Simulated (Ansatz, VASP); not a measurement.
Two plane-wave programs on Te2Mo

The input INCAR:

```
SYSTEM = Te2Mo
ALGO = Fast
EDIFF = 1E-6
ENCUT = 520
GGA = PS
ISIF = 2
ISMEAR = 0
LASPH = .True.
LCHARG = .True.
LELF = .True.
LREAL = .False.
LVHAR = .True.
LWAVE = .False.
NBANDS = 64
NELM = 80
PREC = Accurate
SIGMA = 0.05
```

The input KPOINTS:

```
k-points
0
Gamma
  9 9 1
  0 0 0
```

File POSCAR:

```
Te2Mo
1.0
    3.4932091909      0.0000000000      0.0000000000
   -1.7466045954      3.0252079000      0.0000000000
    0.0000000000      0.0000000000     37.5161156315
Te Mo
8 4
Direct
    0.5504521508      0.8256086723      0.8493797523
    0.3333333333      0.6666666667      0.2318351738
    0.6666666667      0.3333333333      0.6719958813
    0.6666666667      0.3333333333      0.0453069351
    0.6666666667      0.3333333333      0.7681648262
    0.6666666667      0.3333333333      0.1415574758
    0.3333333333      0.6666666667      0.9546930649
    0.3333333333      0.6666666667      0.3280041187
    0.3333333333      0.6666666667      0.7200184287
    0.3333333333      0.6666666667      0.0934314856
    0.6666666667      0.3333333333      0.9065685144
    0.6666666667      0.3333333333      0.2799815713
```

Input for Ansatz:

```yaml
crystal:
  lattice:
    - [3.4932091909, 0.0, 0.0]
    - [-1.7466045954, 3.0252079, 0.0]
    - [0.0, 0.0, 37.5161156315]
  atoms:
    - { symbol: Te, position: [0.5504521508, 0.8256086723, 0.8493797523] }
    - { symbol: Te, position: [0.3333333333, 0.6666666667, 0.2318351738] }
    - { symbol: Te, position: [0.6666666667, 0.3333333333, 0.6719958813] }
    - { symbol: Te, position: [0.6666666667, 0.3333333333, 0.0453069351] }
    - { symbol: Te, position: [0.6666666667, 0.3333333333, 0.7681648262] }
    - { symbol: Te, position: [0.6666666667, 0.3333333333, 0.1415574758] }
    - { symbol: Te, position: [0.3333333333, 0.6666666667, 0.9546930649] }
    - { symbol: Te, position: [0.3333333333, 0.6666666667, 0.3280041187] }
    - { symbol: Mo, position: [0.3333333333, 0.6666666667, 0.7200184287] }
    - { symbol: Mo, position: [0.3333333333, 0.6666666667, 0.0934314856] }
    - { symbol: Mo, position: [0.6666666667, 0.3333333333, 0.9065685144] }
    - { symbol: Mo, position: [0.6666666667, 0.3333333333, 0.2799815713] }
basis:
  ecutwfc: 420
kpoints:
  mp_grid: { grid: [9, 9, 1] }
hamiltonian:
  xc: pbesol
  pseudopotentials: { kind: paw, azcp: { folder: soft_1 } }
scf:
  occupations: { method: gaussian, width: 0.05 }
output:
  forces: true
  stress: true
  eigenvalues: true
```

Alike in both runs: task single point; functional PBEsol; k mesh 9 × 9 × 1; occupations gaussian, width 0.05 eV; no spin polarisation.

|  | VASP | Ansatz |
| --- | --- | --- |
| version | VASP 6.6.1 | Ansatz 0.2.0 |
| potentials or method | VASP PAW PBE potentials, release 64 (Te, Mo_sv), cutoff 520 eV | scalar-relativistic, plane waves, PAW |
| valence electrons in the cell | 104 | 184 |

```csv
,VASP,Ansatz,Ansatz less VASP
gap on the k mesh at the Fermi level (eV),none,none,-
rms of the force components (eV/Å),0.389,0.391,+0.0017
```

VASP's potentials were made for PBE, not for PBEsol, and Ansatz warns of the same on its side. Atom by atom the forces differ by 0.014 eV/Å (rms over components). A gap of «none» marks a metal or a gap that the smearing closes. VASP's potentials hold 104 valence electrons a cell and Ansatz's 184, so a difference there can come from the potentials and not from the codes.

Neither program's run includes spin-orbit coupling.
